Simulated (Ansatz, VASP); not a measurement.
## MgO: VASP beside Ansatz

```xyz
2
Lattice="0.0000 2.1022 2.1022 2.1022 0.0000 2.1022 2.1022 2.1022 0.0000" Properties=species:S:1:pos:R:3 pbc="T T T"
Mg    0.0000    0.0000    0.0000
O     2.1022    2.1022    2.1022
```

Alike in both runs: task single point; functional PBE; dispersion D4; k mesh 8 × 8 × 8; no spin polarisation.

|  | VASP | Ansatz |
| --- | --- | --- |
| version | VASP 6.6.1 | Ansatz 0.2.0 |
| potentials or method | VASP PAW PBE potentials, release 64 (Mg, O) | plane waves |
| plane-wave cutoff (eV) | 520 | 420 |
| occupations | gaussian, width 0.01 eV | fixed |
| valence electrons in the cell | 8 | 16 |

```csv
,VASP,Ansatz,Ansatz less VASP
gap on the k mesh at the Fermi level (eV),4.78,4.80,+0.017
pressure (GPa),1.7,2.4,+0.72
```

VASP's potentials hold 8 valence electrons a cell and Ansatz's 16, so a difference there can come from the potentials and not from the codes.
